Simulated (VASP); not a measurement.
# Si32C (a cell with a defect) in VASP: single point with PBE

Aim: the single point of Si32C (a cell with a defect) with PBE.

Program: VASP 6.6.1. These are calculated values, not measurements. Logs are shortened: lines on timing, memory, paths and dates and some standing lists are left out, and cuts for length are marked.

**1. The cell of the first run**

The cell holds a defect, 33 atoms: a = 9.220 Å, b = 9.220 Å, c = 9.992 Å, α = 116.09°, β = 116.09°, γ = 92.69°.

**2. Single point, PBE**

Contents of INCAR:

```
SYSTEM = Si32C
  PREC = Accurate
  ENCUT = 520
  EDIFF = 1E-6
  ISMEAR = 0
  SIGMA = 0.02
  LREAL = Auto
  LASPH = .True.
  NELM = 60
  ALGO = Normal
  ISIF = 2
  LWAVE = .False.
  LCHARG = .True.
  GGA = PE
  LELF = .True.
  LVHAR = .True.
  NBANDS = 88
```

Contents of KPOINTS:

```
Automatic mesh
0
Gamma
  2 2 2
  0.5 0.5 0.5
```

Contents of POSCAR:

```
Si32C
1.0
   -5.7769209609      3.3353068718      6.3650226989
    5.7769209609     -3.3353068718      6.3650226989
    3.8512806405      6.6706137437     -6.3650226989
Si C
32 1
Direct
    0.2397944171      0.0726474709      0.2487701590
    0.7467940842      0.5810730648      0.2555768645
    0.1134816180      0.4467007676      0.4995549506
    0.6121108987      0.9466470642      0.4978743935
    0.4914038747      0.3201342435      0.7543862402
    0.9639291766      0.8080052539      0.7409935665
    0.8715440075      0.1975835022      0.0002618792
    0.3644867516      0.6981214692      0.9990925007
    0.3231459610      0.4899771881      0.2477887945
    0.8353386719      0.9875578707      0.2579227048
    0.2299490617      0.8806793637      0.5371365193
    0.6886950616      0.3647567366      0.4970193757
    0.5688382712      0.7358255296      0.7509023821
    0.0543350531      0.2520952162      0.7384876445
    0.9516335912      0.6163013197      1.0022632440
    0.4871727015      0.1206063324      0.0211960511
    0.4233991178      0.2598944840      0.2461576902
    0.9451474824      0.7662930532      0.2675855119
    0.3014617937      0.6296633313      0.4989095414
    0.7882201256      0.1357718347      0.4903250072
    0.6756705078      0.5097009995      0.7531281156
    0.0930761615     -0.0069008914      0.7011308146
    0.0531525558      0.3856372842     -0.0015239078
    0.5663285430      0.8792175595      1.0102460052
    0.5103701403      0.6764377025      0.2484674342
    0.0118133245      0.1763147498      0.2503419922
    0.3863735776      0.0540995117      0.4997947944
    0.8784687402      0.5434250080      0.4944233716
    0.7467711145      0.9247945207      0.7479750562
    0.2610503077      0.4259842867      0.7490423858
    0.1354474173      0.8032835889      0.9975796573
    0.6536609235      0.3122774880      0.0107842373
    0.3105765239      0.0192932442     -0.2009374513
```

Potentials or basis: VASP PAW PBE potentials, release 64 (Si, C).

Started as:

```sh
$ cat potpaw_PBE.64/Si/POTCAR potpaw_PBE.64/C/POTCAR > POTCAR
$ mpirun -np 1 vasp_std > vasp.out
```

OUTCAR:

```text
SYSTEM = Si32C
   PREC = Accurate
   ENCUT = 520
   EDIFF = 1E-6
   ISMEAR = 0
   LREAL = Auto
   LASPH = .True.
   NELM = 60
   ISIF = 2
   GGA = PE

 ion  position               nearest neighbor table
   1  0.240  0.073  0.249-  26 2.35  31 2.36  27 2.36  17 2.38
   2  0.747  0.581  0.256-  32 2.34  28 2.35  18 2.37  25 2.37
   3  0.113  0.447  0.500-  30 2.36  26 2.36  19 2.37  28 2.37
   4  0.612  0.947  0.498-  27 2.35  25 2.36  29 2.36  20 2.38
   5  0.491  0.320  0.754-  27 2.36  30 2.37  32 2.37  21 2.39
   6  0.964  0.808  0.741-  22 2.31  29 2.33  28 2.34  31 2.37
   7  0.872  0.198  0.000-  32 2.33  26 2.36  23 2.36  29 2.37
   8  0.364  0.698  0.999-  25 2.36  31 2.36  30 2.37  24 2.37
   9  0.323  0.490  0.248-  17 2.35  23 2.35  19 2.37  25 2.37
  10  0.835  0.988  0.258-  24 2.34  18 2.34  20 2.37  26 2.38
  11  0.230  0.881  0.537-  33 2.07  19 2.35  27 2.36  22 2.41  18 2.51
  12  0.689  0.365  0.497-  20 2.33  17 2.34  28 2.36  21 2.37
  13  0.569  0.736  0.751-  24 2.35  19 2.35  21 2.35  29 2.36
  14  0.054  0.252  0.738-  22 2.32  20 2.32  23 2.34  30 2.37
  15  0.952  0.616  0.002-  23 2.36  21 2.38  31 2.39  18 2.42
  16  0.487  0.121  0.021-  33 1.82  24 2.35  32 2.35  17 2.40
  17  0.423  0.260  0.246-  12 2.34   9 2.35   1 2.38  16 2.40
[... 13 lines left out ...]
  31  0.135  0.803  0.998-   1 2.36   8 2.36   6 2.37  15 2.39
  32  0.654  0.312  0.011-   7 2.33   2 2.34  16 2.35   5 2.37
  33  0.311  0.019  0.799-  22 1.75  16 1.82  11 2.07

  LATTYP: Found a face centered orthorhombic cell.
 ALAT       =    12.7300453978
 B/A-ratio  =     1.0480109906
 C/A-ratio  =     1.2101388550

  Lattice vectors:

 A1 = (   9.6282016014,   3.3353068719,   0.0000000000)
 A2 = (   3.8512806405,   6.6706137437,   6.3650226989)
 A3 = (   5.7769209609,  -3.3353068718,   6.3650226989)

Analysis of symmetry for initial positions (statically):
=====================================================================
 Subroutine PRICEL returns:
 Original cell was already a primitive cell.

 Routine SETGRP: Setting up the symmetry group for a
 face centered orthorhombic supercell.

 Subroutine GETGRP returns: Found  1 space group operations
 (whereof  1 operations were pure point group operations)
 out of a pool of  8 trial point group operations.

The static configuration has the point symmetry C_1 .

Analysis of symmetry for dynamics (positions and initial velocities):
=====================================================================
 Subroutine PRICEL returns:
 Original cell was already a primitive cell.

 Routine SETGRP: Setting up the symmetry group for a
 face centered orthorhombic supercell.

 Subroutine GETGRP returns: Found  1 space group operations
 (whereof  1 operations were pure point group operations)
 out of a pool of  8 trial point group operations.

The dynamic configuration has the point symmetry C_1 .

 Subroutine INISYM returns: Found  1 space group operations
 (whereof  1 operations are pure point group operations),
 and found     1 'primitive' translations

----------------------------------------------------------------------------------------

                                     Primitive cell

  volume of cell :     654.0801

  direct lattice vectors                    reciprocal lattice vectors
    -5.776920961  3.335306872  6.365022699    -0.032456736  0.093694527  0.078554315
     5.776920961 -3.335306872  6.365022699     0.097370209  0.018738905  0.078554315
     3.851280641  6.670613744 -6.365022699     0.064913473  0.112433432  0.000000000

  length of vectors
     9.220119396  9.220119396  9.992145127     0.126502508  0.126502508  0.129826945

  position of ions in fractional coordinates (direct lattice)
     0.239794417  0.072647471  0.248770159
     0.746794084  0.581073065  0.255576865
     0.113481618  0.446700768  0.499554951
     0.612110899  0.946647064  0.497874393
     0.491403875  0.320134244  0.754386240
     0.963929177  0.808005254  0.740993567
[... 25 lines left out ...]
     0.653660923  0.312277488  0.010784237
     0.310576524  0.019293244  0.799062549

  ion indices of the primitive-cell ions
   primitive index   ion index
                 1           1
                 2           2
                 3           3
                 4           4
                 5           5
                 6           6
[... 25 lines left out ...]
                32          32
                33          33

----------------------------------------------------------------------------------------

 KPOINTS: Automatic mesh

Automatic generation of k-mesh.
 Grid dimensions read from file:
 generate k-points for:    2    2    2

 Generating k-lattice:

  Cartesian coordinates                     Fractional coordinates (reciprocal lattice)
    -0.016228368  0.046847264  0.039277158     0.500000000  0.000000000 -0.000000000
     0.048685104  0.009369453  0.039277158     0.000000000  0.500000000  0.000000000
     0.032456736  0.056216716  0.000000000     0.000000000  0.000000000  0.500000000

  Length of vectors
     0.063251254  0.063251254  0.064913473

  Shift w.r.t. Gamma in fractional coordinates (k-lattice)
     0.500000000  0.500000000  0.500000000

 Subroutine IBZKPT returns following result:
 ===========================================

 Found      4 irreducible k-points:

 Following reciprocal coordinates:
            Coordinates               Weight
  0.250000  0.250000  0.250000      2.000000
 -0.250000  0.250000  0.250000      2.000000
 -0.250000  0.250000 -0.250000      2.000000
 -0.250000 -0.250000  0.250000      2.000000
   k-points           NKPTS =      4   k-points in BZ     NKDIM =      4   number of bands    NBANDS=     88
   number of dos      NEDOS =    301   number of ions     NIONS =     33
   total plane-waves  NPLWV = 392000
   dimension x,y,z NGX =    70 NGY =   70 NGZ =   80
   dimension x,y,z NGXF=   140 NGYF=  140 NGZF=  160
   ions per type =              32   1
   NGX,Y,Z   is equivalent  to a cutoff of  12.62, 12.62, 13.31 a.u.
   NGXF,Y,Z  is equivalent  to a cutoff of  25.24, 25.24, 26.62 a.u.
 SYSTEM =  Si32C
   PREC   = accura    normal or accurate (medium, high low for compatibility)
   ISTART =      0    job   : 0-new  1-cont  2-samecut
   ICHARG =      2    charge: 1-file 2-atom 10-const
   ISPIN  =      1    spin polarized calculation?
   LNONCOLLINEAR =      F non collinear calculations
   LSORBIT =      F    spin-orbit coupling
   LASPH  =      T    aspherical Exc in radial PAW
   ENCUT  =  520.0 eV  38.22 Ry    6.18 a.u.  17.14 17.14 18.58*2*pi/ulx,y,z
   NELM   =     60;   NELMIN=  2; NELMDL= -5     # of ELM steps
   EDIFF  = 0.1E-05   stopping-criterion for ELM
   LREAL  =      T    real-space projection
   EDIFFG = 0.1E-04   stopping-criterion for IOM
   NSW    =      0    number of steps for IOM
[... 5 lines left out ...]
   TEBEG  =    0.0;   TEEND  =   0.0 temperature during run
   PSTRESS=    0.0 pullay stress
   NELECT =     132.0000    total number of electrons
   NUPDOWN=      -1.0000    fix difference up-down
   EMIN   =  10.00;   EMAX   =-10.00  energy-range for DOS
   EFERMI =   0.00;   METHOD = LEGACY
   ISMEAR =     0;   SIGMA  =   0.02  broadening in eV -4-tet -1-fermi 0-gaus
   EFERMI_NEDOS =   21; number of points for ismear=-14 and -15
   IALGO  =     38    algorithm
   IMIX   =      4    mixing-type and parameters
     AMIX     =   0.40;   BMIX     =  1.00
     AMIX_MAG =   1.60;   BMIX_MAG =  1.00
  volume/ion in A,a.u.               =      19.82       133.76
  Fermi-wavevector in a.u.,A,eV,Ry     =   0.960261  1.814630 12.545941  0.922101
  Thomas-Fermi vector in A             =   2.089529
   LORBIT       =      0    0 simple, 1 ext, 2 COOP (PROOUT), +10 PAW based schemes
   GGA     = PE    functional components
   LHFCALC =     F    Hartree Fock is set to
   AEXX    =    0.0000 exact exchange contribution
   IVDW    =     0    specifies the selected vdW correction
   LEPSILON=     F    determine dielectric tensor
   LRPA    =     F    only Hartree local field effects (RPA)
 non-spin polarized calculation
 Gauss-broadening in eV      SIGMA  =   0.02
  energy-cutoff  :      520.00
  volume of cell :      654.08
 maximum number of plane-waves:     17670
 NGX is ok and might be reduce to    70
   NGX = 35   NGY = 35   NGZ = 37

 number of electron     132.0000000 magnetization

 Free energy of the ion-electron system (eV)
  ---------------------------------------------------
  ext. energy  EPLUGINS =         0.00000000
  ---------------------------------------------------
  free energy    TOTEN  =      -178.30982497 eV

  energy without entropy =     -178.30554928  energy(sigma->0) =     -178.30768712

 E-fermi :   5.9855     XC(G=0):  -9.4000

 val. band max:        5.9750069446   @ k =   0.2500   0.2500   0.2500
 cond. band min:       5.9960697051   @ k =  -0.2500   0.2500   0.2500
 fundamental gap:      0.0210627605
 Fermi energy:         5.9855383266

 k-point     1 :       0.2500    0.2500    0.2500
  band No.  band energies     occupation
      1      -6.8299      2.00000
      2      -5.5075      2.00000
      3      -5.4024      2.00000
      4      -5.3315      2.00000
      5      -4.7488      2.00000
      6      -4.1053      2.00000
[... 70 lines left out ...]
     77       8.0067      0.00000
     78       8.1987      0.00000

 k-point     2 :      -0.2500    0.2500    0.2500
  band No.  band energies     occupation
      1      -6.8504      2.00000
      2      -5.6984      2.00000
      3      -5.1447      2.00000
      4      -4.9838      2.00000
      5      -4.8031      2.00000
      6      -4.3874      2.00000
[... 70 lines left out ...]
     77       8.0217      0.00000
     78       8.0883      0.00000

 k-point     3 :      -0.2500    0.2500   -0.2500
  band No.  band energies     occupation
      1      -6.8463      2.00000
      2      -5.7349      2.00000
      3      -5.1306      2.00000
      4      -4.9638      2.00000
      5      -4.7658      2.00000
      6      -4.4458      2.00000
[... 70 lines left out ...]
     77       7.9794      0.00000
     78       8.1089      0.00000

 k-point     4 :      -0.2500   -0.2500    0.2500
  band No.  band energies     occupation
      1      -6.8654      2.00000
      2      -5.7484      2.00000
      3      -4.9107      2.00000
      4      -4.8370      2.00000
      5      -4.7742      2.00000
      6      -4.6204      2.00000
[... 70 lines left out ...]
     77       8.0189      0.00000
     78       8.1596      0.00000
 [bands above 78 left out]

------------------------ aborting loop because EDIFF is reached ----------------------------------------

  FORCE on cell =-STRESS in cart. coord.  units (eV):
  Direction    XX          YY          ZZ          XY          YZ          ZX
  --------------------------------------------------------------------------------------
  -------------------------------------------------------------------------------------
  Total        3.9034387      3.3716675      6.5389290     -8.1077073      3.4864015     -1.7697766
  in kB        9.5615222      8.2589419     16.0171889    -19.8599309      8.5399843     -4.3350901
  external PRESSURE =      11.2792177 kB  Pullay stress =       0.0000000 kB

 VOLUME and BASIS-vectors are now :
 -----------------------------------------------------------------------------
  energy-cutoff  :      520.00
  volume of cell :      654.08
      direct lattice vectors                 reciprocal lattice vectors
    -5.776920961  3.335306872  6.365022699    -0.032456736  0.093694527  0.078554315
     5.776920961 -3.335306872  6.365022699     0.097370209  0.018738905  0.078554315
     3.851280641  6.670613744 -6.365022699     0.064913473  0.112433432  0.000000000

 POSITION                                       TOTAL-FORCE (eV/Angst)
 -----------------------------------------------------------------------------------
     -0.00751      2.21694      0.40527         0.009965     -0.012495      0.015813
      0.02694      2.25758      6.82515         0.012222      0.028378      0.018589
      3.84891      2.22095      0.38589         0.002170      0.002344     -0.006689
      3.85004      2.20535      6.75255        -0.005684      0.014605      0.011014
      1.91594      5.60346      0.36377         0.007554      0.019320      0.030322
      1.95301      5.46294      6.56196         0.060214      0.017800     -0.132777
[... 25 lines left out ...]
     -1.93061      1.21056      6.07958         0.023368      0.010502     -0.028790
      1.39469      6.30176     -2.98642        -0.949175     -0.679592      0.371213
 -----------------------------------------------------------------------------------
    total drift:                               -0.004162     -0.003980      0.001772

  FREE ENERGIE OF THE ION-ELECTRON SYSTEM (eV)
  ---------------------------------------------------
  free  energy   TOTEN  =      -178.3098249671 eV

  energy  without entropy=     -178.3055492753  energy(sigma->0) =     -178.30768712
```

Run time: 6.2 min. Hardware: 1 thread of Intel Xeon 6975P-C (Granite Rapids), shared host; peak memory 0.78 GiB.

Results:

- Free energy: -178.3098 eV
- Pressure: 1.1 GPa
- Largest force: 1.225 eV/Å
- Band gap on the k mesh: zero (bands 66 and 67 overlap by 0.02 eV)

Forces in eV/Å, atoms in the order of the input:
```
Si   0.010 -0.012  0.016
Si   0.012  0.028  0.019
Si   0.002  0.002 -0.007
Si  -0.006  0.015  0.011
Si   0.008  0.019  0.030
Si   0.060  0.018 -0.133
Si   0.027 -0.009 -0.026
Si  -0.005  0.008  0.017
Si  -0.024  0.001 -0.001
Si   0.003  0.031 -0.012
Si   0.306  0.755  0.099
Si  -0.013 -0.077 -0.003
Si  -0.022  0.020 -0.039
Si   0.139 -0.064  0.026
Si   0.084  0.137 -0.025
Si  -0.172 -0.509 -0.100
Si  -0.143 -0.156  0.036
Si   0.169  0.369  0.019
Si  -0.059  0.029 -0.013
Si   0.023 -0.019  0.005
Si   0.007  0.024  0.012
Si   0.397 -0.035 -0.246
Si   0.048  0.010 -0.017
Si   0.006  0.006  0.018
Si   0.004  0.009  0.005
Si   0.008  0.001 -0.009
Si   0.006  0.010  0.066
Si   0.005  0.009 -0.013
Si   0.038 -0.010 -0.054
Si   0.001  0.008  0.014
Si   0.004  0.052 -0.041
Si   0.023  0.011 -0.029
C   -0.949 -0.680  0.371
```

Stress tensor (GPa, compression positive):
```
 0.96 -1.99 -0.43
-1.99  0.83  0.85
-0.43  0.85  1.60
```

Caveat: the k points lie up to 0.40 Å⁻¹ apart.
